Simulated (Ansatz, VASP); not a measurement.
**CdTe: VASP beside Ansatz**

INCAR

```
PREC     = Accurate       # precision mode
ENCUT    = 500            # plane-wave cutoff, eV
EDIFF    = 1E-6           # SCF threshold, eV
ISMEAR   = 0              # smearing method
SIGMA    = 0.02           # smearing width, eV
LREAL    = False          # projectors in reciprocal space
LASPH    = True           # aspherical terms in the spheres
NELM     = 120            # most SCF steps
ALGO     = Normal         # electronic algorithm
ISIF     = 2              # what is computed and relaxed
LWAVE    = False          # write WAVECAR
LCHARG   = False          # write CHGCAR
GGA      = PE             # functional
NBANDS   = 16             # bands
GGA_COMPAT= False
```

KPOINTS

```
Automatic mesh
0
Gamma
  4 4 4
```

The input POSCAR:

```
CdTe
1.0
    0.0000000000      3.2050000000      3.2050000000
    3.2050000000      0.0000000000      3.2050000000
    3.2050000000      3.2050000000      0.0000000000
Cd Te
1 1
Direct
    0.0000000000      0.0000000000      0.0000000000
    0.2500000000      0.2500000000      0.2500000000
```

Input for Ansatz:

```yaml
crystal:
  lattice:
    - [0.0, 3.205, 3.205]
    - [3.205, 0.0, 3.205]
    - [3.205, 3.205, 0.0]
  atoms:
    - { symbol: Cd, position: [0.0, 0.0, 0.0] }
    - { symbol: Te, position: [0.25, 0.25, 0.25] }
basis:
  ecutwfc: 420
kpoints:
  mp_grid: { grid: [4, 4, 4] }
hamiltonian:
  xc: pbe
scf:
  occupations: { method: gaussian, width: 0.02 }
output:
  forces: true
  stress: true
  eigenvalues: true
```

Alike in both runs: task single point; functional PBE; k mesh 4 × 4 × 4; occupations gaussian, width 0.02 eV; no spin polarisation.

|  | VASP | Ansatz |
| --- | --- | --- |
| version | VASP 6.6.1 | Ansatz 0.2.0 |
| potentials or method | VASP PAW PBE potentials, release 64 (Cd, Te), cutoff 500 eV | scalar-relativistic, plane waves, PAW |
| valence electrons in the cell | 18 | 36 |

|  | VASP | Ansatz | Ansatz less VASP |
| --- | --- | --- | --- |
| gap on the k mesh at the Fermi level (eV) | 0.86 | 0.86 | 0.000 |
| least direct gap on the mesh (eV) | 0.86 | 0.86 | 0.000 |
| pressure (GPa) | 4.6 | 4.5 | -0.16 |

VASP's potentials hold 18 valence electrons a cell and Ansatz's 36, so a difference there can come from the potentials and not from the codes.

The k mesh is coarse, so the values compare programs but aren't converged. Spin-orbit coupling is off throughout.
